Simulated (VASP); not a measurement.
# GaSb3 (I4mm) in VASP: notebook

The runs below take GaSb3 through single point, with PBE+D3(BJ).

Program: VASP 6.6.1. These are calculated values, not measurements. Logs are shortened: lines on timing, memory, paths and dates and some standing lists are left out, and cuts for length are marked.

## 1. The cell of the first run

It takes space group I4mm (No. 107, tetragonal). Conventional cell: a = 5.159 Å, b = 5.159 Å, c = 7.296 Å, α = 90.00°, β = 90.00°, γ = 90.00°. Ga (site symmetry 4mm) has 14 Sb at 3.09 to 3.77 Å within 4.1 Å. Sb (site symmetry 2mm) has 4 Ga at 3.09 to 3.23 Å and 10 Sb at 3.16 to 3.65 Å within 4.1 Å. Within 4.2 Å of Sb (site symmetry 4mm) lie 8 Sb at 3.16 Å and 6 Ga at 3.52 to 3.77 Å.

## 2. Single point, PBE+D3(BJ) (all Sb atoms moved +0.125 Å, as atom 2 along Cartesian [0 1 0])

Contents of INCAR:

```
SYSTEM = GaSb3
PREC = Accurate
ENCUT = 520
EDIFF = 1E-6
ISMEAR = 0
SIGMA = 0.15
LREAL = .False.
LASPH = .True.
NELM = 100
ALGO = Normal
ISIF = 2
LWAVE = .False.
LCHARG = .False.
GGA = PE
IVDW = 12
NBANDS = 22
```

Contents of KPOINTS:

```
Automatic mesh
0
Gamma
  12 12 12
  0 0 0
```

Contents of POSCAR:

```
GaSb3
1.0
    0.0000000000      3.6478901005      3.6478901005
    3.6478901005      0.0000000000      3.6478901005
    3.6478901005      3.6478901005      0.0000000000
Ga Sb
1 3
Direct
    0.0000000000      0.0000000000      0.0000000000
    0.2671331916      0.2328668084      0.2671331916
    0.7671331916      0.7328668084      0.7671331916
    0.5171331916      0.4828668084      0.5171331916
```

Potentials or basis: VASP PAW PBE potentials, release 64 (Ga_d, Sb).

Launch:

```console
$ cat potpaw_PBE.64/Ga_d/POTCAR potpaw_PBE.64/Sb/POTCAR > POTCAR
$ mpirun -np 1 vasp_std > vasp.out
```

OUTCAR:

```text
SYSTEM = GaSb3
   PREC = Accurate
   ENCUT = 520
   EDIFF = 1E-6
   ISMEAR = 0
   LREAL = .False.
   LASPH = .True.
   NELM = 100
   ISIF = 2
   GGA = PE
   IVDW = 12
 IVDW          = 12

 ion  position               nearest neighbor table
   1  0.000  0.000  0.000-   3 3.09   3 3.09   2 3.09   2 3.09   2 3.23   3 3.23   2 3.23   3 3.23

   2  0.267  0.233  0.267-   1 3.09   1 3.09   4 3.16   4 3.16   4 3.16   4 3.16   1 3.23   1 3.23
                             3 3.65   3 3.65   3 3.65   3 3.65   3 3.65   3 3.65
   3  0.767  0.733  0.767-   1 3.09   1 3.09   4 3.16   4 3.16   4 3.16   4 3.16   1 3.23   1 3.23
                             2 3.65   2 3.65   2 3.65   2 3.65   2 3.65   2 3.65
   4  0.517  0.483  0.517-   2 3.16   3 3.16   2 3.16   2 3.16   2 3.16   3 3.16   3 3.16   3 3.16

  LATTYP: Found a face centered cubic cell.
 ALAT       =     7.2957802010

  Lattice vectors:

 A1 = (   0.0000000000,   3.6478901005,   3.6478901005)
 A2 = (   3.6478901005,   0.0000000000,   3.6478901005)
 A3 = (   3.6478901005,   3.6478901005,   0.0000000000)

Analysis of symmetry for initial positions (statically):
=====================================================================
 Subroutine PRICEL returns:
 Original cell was already a primitive cell.

 Routine SETGRP: Setting up the symmetry group for a
 face centered cubic supercell.

 Subroutine GETGRP returns: Found  8 space group operations
 (whereof  8 operations were pure point group operations)
 out of a pool of 48 trial point group operations.

The static configuration has the point symmetry C_4v.

Analysis of symmetry for dynamics (positions and initial velocities):
=====================================================================
 Subroutine PRICEL returns:
 Original cell was already a primitive cell.

 Routine SETGRP: Setting up the symmetry group for a
 face centered cubic supercell.

 Subroutine GETGRP returns: Found  8 space group operations
 (whereof  8 operations were pure point group operations)
 out of a pool of 48 trial point group operations.

The dynamic configuration has the point symmetry C_4v.

 Subroutine INISYM returns: Found  8 space group operations
 (whereof  8 operations are pure point group operations),
 and found     1 'primitive' translations

----------------------------------------------------------------------------------------

                                     Primitive cell

  volume of cell :      97.0857

  direct lattice vectors                    reciprocal lattice vectors
     0.000000000  3.647890101  3.647890101    -0.137065533  0.137065533  0.137065533
     3.647890101  0.000000000  3.647890101     0.137065533 -0.137065533  0.137065533
     3.647890101  3.647890101  0.000000000     0.137065533  0.137065533 -0.137065533

  length of vectors
     5.158895654  5.158895654  5.158895654     0.237404467  0.237404467  0.237404467

  position of ions in fractional coordinates (direct lattice)
     0.000000000  0.000000000  0.000000000
     0.267133192  0.232866808  0.267133192
     0.767133192  0.732866808  0.767133192
     0.517133192  0.482866808  0.517133192

  ion indices of the primitive-cell ions
   primitive index   ion index
                 1           1
                 2           2
                 3           3
                 4           4

----------------------------------------------------------------------------------------

 KPOINTS: Automatic mesh

Automatic generation of k-mesh.
 Grid dimensions read from file:
 generate k-points for:   12   12   12

 Generating k-lattice:

  Cartesian coordinates                     Fractional coordinates (reciprocal lattice)
    -0.011422128  0.011422128  0.011422128     0.083333333  0.000000000  0.000000000
     0.011422128 -0.011422128  0.011422128     0.000000000  0.083333333  0.000000000
     0.011422128  0.011422128 -0.011422128     0.000000000  0.000000000  0.083333333

  Length of vectors
     0.019783706  0.019783706  0.019783706

  Shift w.r.t. Gamma in fractional coordinates (k-lattice)
     0.000000000  0.000000000  0.000000000

 Subroutine IBZKPT returns following result:
 ===========================================

 Found    163 irreducible k-points:

 Following reciprocal coordinates:
            Coordinates               Weight
  0.000000  0.000000  0.000000      1.000000
  0.083333  0.000000  0.000000      8.000000
  0.166667  0.000000  0.000000      8.000000
  0.250000  0.000000  0.000000      8.000000
  0.333333  0.000000  0.000000      8.000000
  0.416667  0.000000  0.000000      8.000000
[... 16 lines left out ...]
  0.083333  0.000000 -0.333333      8.000000
 -0.250000  0.083333  0.000000     16.000000
 [... further k-points ...]
   k-points           NKPTS =    163   k-points in BZ     NKDIM =    163   number of bands    NBANDS=     22
   number of dos      NEDOS =    301   number of ions     NIONS =      4
   total plane-waves  NPLWV =  64000
   dimension x,y,z NGX =    40 NGY =   40 NGZ =   40
   dimension x,y,z NGXF=    80 NGYF=   80 NGZF=   80
   ions per type =               1   3
   NGX,Y,Z   is equivalent  to a cutoff of  12.89, 12.89, 12.89 a.u.
   NGXF,Y,Z  is equivalent  to a cutoff of  25.78, 25.78, 25.78 a.u.
 SYSTEM =  GaSb3
   PREC   = accura    normal or accurate (medium, high low for compatibility)
   ISTART =      0    job   : 0-new  1-cont  2-samecut
   ICHARG =      2    charge: 1-file 2-atom 10-const
   ISPIN  =      1    spin polarized calculation?
   LNONCOLLINEAR =      F non collinear calculations
   LSORBIT =      F    spin-orbit coupling
   LASPH  =      T    aspherical Exc in radial PAW
   ENCUT  =  520.0 eV  38.22 Ry    6.18 a.u.   9.59  9.59  9.59*2*pi/ulx,y,z
   NELM   =    100;   NELMIN=  2; NELMDL= -5     # of ELM steps
   EDIFF  = 0.1E-05   stopping-criterion for ELM
   LREAL  =      F    real-space projection
   EDIFFG = 0.1E-04   stopping-criterion for IOM
   NSW    =      0    number of steps for IOM
   IBRION =     -1    ionic relax: 0-MD 1-quasi-New 2-CG
   NFREE  =      0    steps in history (QN), initial steepest desc. (CG)
   ISIF   =      2    stress and relaxation
   ISYM   =      2    0-nonsym 1-usesym 2-fastsym
   POTIM  = 0.5000    time-step for ionic-motion
   TEBEG  =    0.0;   TEEND  =   0.0 temperature during run
   PSTRESS=    0.0 pullay stress
   NELECT =      28.0000    total number of electrons
   NUPDOWN=      -1.0000    fix difference up-down
   EMIN   =  10.00;   EMAX   =-10.00  energy-range for DOS
   EFERMI =   0.00;   METHOD = LEGACY
   ISMEAR =     0;   SIGMA  =   0.15  broadening in eV -4-tet -1-fermi 0-gaus
   EFERMI_NEDOS =   21; number of points for ismear=-14 and -15
   IALGO  =     38    algorithm
   IMIX   =      4    mixing-type and parameters
     AMIX     =   0.40;   BMIX     =  1.00
     AMIX_MAG =   1.60;   BMIX_MAG =  1.00
  volume/ion in A,a.u.               =      24.27       163.79
  Fermi-wavevector in a.u.,A,eV,Ry     =   1.081623  2.043970 15.917558  1.169908
  Thomas-Fermi vector in A             =   2.217644
   LORBIT       =      0    0 simple, 1 ext, 2 COOP (PROOUT), +10 PAW based schemes
   GGA     = PE    functional components
   LHFCALC =     F    Hartree Fock is set to
   AEXX    =    0.0000 exact exchange contribution
   IVDW    =    12    specifies the selected vdW correction
   LEPSILON=     F    determine dielectric tensor
   LRPA    =     F    only Hartree local field effects (RPA)
 non-spin polarized calculation
 Gauss-broadening in eV      SIGMA  =   0.15
  energy-cutoff  :      520.00
  volume of cell :       97.09
 maximum number of plane-waves:      2685
   NGX = 19   NGY = 19   NGZ = 19

 number of electron      27.9999994 magnetization

 Free energy of the ion-electron system (eV)
  ---------------------------------------------------
  ext. energy  EPLUGINS =         0.00000000
  ---------------------------------------------------
  free energy    TOTEN  =       -14.47531108 eV

  energy without entropy =      -14.45097314  energy(sigma->0) =      -14.46314211

 E-fermi :   8.2519     XC(G=0): -10.4897

 val. band max:        8.2447917322   @ k =   0.2500   0.0000   0.4167
 cond. band min:       8.2611290773   @ k =  -0.4167   0.3333   0.1667
 fundamental gap:      0.0163373450
 Fermi energy:         8.2519163006

 k-point     1 :       0.0000    0.0000    0.0000
  band No.  band energies     occupation
      1      -6.5640      2.00000
      2      -6.5640      2.00000
      3      -6.5638      2.00000
      4      -6.5486      2.00000
      5      -6.5467      2.00000
      6      -4.6726      2.00000
[... 14 lines left out ...]
     21      15.5990      0.00000
     22      15.6008      0.00000

 k-point     2 :       0.0833    0.0000    0.0000
  band No.  band energies     occupation
      1      -6.5645      2.00000
      2      -6.5638      2.00000
      3      -6.5635      2.00000
      4      -6.5487      2.00000
      5      -6.5468      2.00000
      6      -4.6155      2.00000
[... 14 lines left out ...]
     21      15.0505      0.00000
     22      15.4656      0.00000

 k-point     3 :       0.1667    0.0000    0.0000
  band No.  band energies     occupation
      1      -6.5658      2.00000
      2      -6.5632      2.00000
      3      -6.5630      2.00000
      4      -6.5488      2.00000
      5      -6.5470      2.00000
      6      -4.4448      2.00000
[... 14 lines left out ...]
     21      13.8489      0.00000
     22      15.0013      0.00000
[... 476 lines left out ...]
 k-point    23 :       0.0833    0.0000   -0.3333
  band No.  band energies     occupation
      1      -6.5699      2.00000
      2      -6.5619      2.00000
      3      -6.5615      2.00000
      4      -6.5492      2.00000
      5      -6.5476      2.00000
      6      -3.5808      2.00000
[... 14 lines left out ...]
     21      13.3380      0.00000
     22      14.8157      0.00000

 k-point    24 :      -0.2500    0.0833    0.0000
  band No.  band energies     occupation
      1      -6.5681      2.00000
      2      -6.5625      2.00000
      3      -6.5619      2.00000
      4      -6.5494      2.00000
      5      -6.5472      2.00000
      6      -3.9954      2.00000
[... 14 lines left out ...]
     21      13.6968      0.00000
     22      14.1941      0.00000

 [... further k-points ...]

------------------------ aborting loop because EDIFF is reached ----------------------------------------

 Edisp (eV)   -1.91739

 E8    (eV) :    -0.8850

  FORCE on cell =-STRESS in cart. coord.  units (eV):
  Direction    XX          YY          ZZ          XY          YZ          ZX
  --------------------------------------------------------------------------------------
  -------------------------------------------------------------------------------------
  Total       0.26441     0.20976     0.26441     0.00000     0.00000     0.00000
  in kB       4.36348     3.46161     4.36348     0.00000     0.00000     0.00000
  external pressure =        4.06 kB  Pullay stress =        0.00 kB

 VOLUME and BASIS-vectors are now :
 -----------------------------------------------------------------------------
  energy-cutoff  :      520.00
  volume of cell :       97.09
      direct lattice vectors                 reciprocal lattice vectors
     0.000000000  3.647890101  3.647890101    -0.137065533  0.137065533  0.137065533
     3.647890101  0.000000000  3.647890101     0.137065533 -0.137065533  0.137065533
     3.647890101  3.647890101  0.000000000     0.137065533  0.137065533 -0.137065533

 POSITION                                       TOTAL-FORCE (eV/Angst)
 -----------------------------------------------------------------------------------
      0.00000      0.00000      0.00000         0.000000      0.225073      0.000000
      1.82395      1.94895      1.82395         0.000000     -0.042052      0.000000
      5.47184      5.59684      5.47184        -0.000000     -0.042052     -0.000000
      3.64789      3.77289      3.64789         0.000000     -0.140968      0.000000
 -----------------------------------------------------------------------------------
    total drift:                               -0.000000     -0.000743     -0.000000

  FREE ENERGIE OF THE ION-ELECTRON SYSTEM (eV)
  ---------------------------------------------------
  free  energy   TOTEN  =       -16.3927033165 eV

  energy  without entropy=      -16.3683653816  energy(sigma->0) =      -16.38053435
```

Run time: 4.2 min. Hardware: 1 thread of Intel Xeon 6975P-C, shared host; peak memory 0.49 GiB.

What came out:

```
Free energy                : -16.3927 eV
Pressure                   : 0.4 GPa
Largest force              : 0.225 eV/Å
Band gap on the k mesh     : zero (band 14 reaches 9.83 eV, above the bottom of band 15 at 5.72 eV)
Dispersion energy per atom : -0.479 eV
```

Forces in eV/Å, atoms in the order of the input:
```
Ga   0.000  0.225  0.000
Sb   0.000 -0.042  0.000
Sb   0.000 -0.042  0.000
Sb   0.000 -0.141  0.000
```

Stress tensor (GPa, compression positive):
```
0.44 0.00 0.00
0.00 0.35 0.00
0.00 0.00 0.44
```

Caveat: the cell differs from its parent crystal (all Sb atoms moved +0.125 Å, as atom 2 along Cartesian [0 1 0]); spin-orbit coupling is left out, which moves the levels of the heavy elements; pairwise dispersion overbinds metals, which lowers pressure and volume.

(Continued in part 2 of 3.)
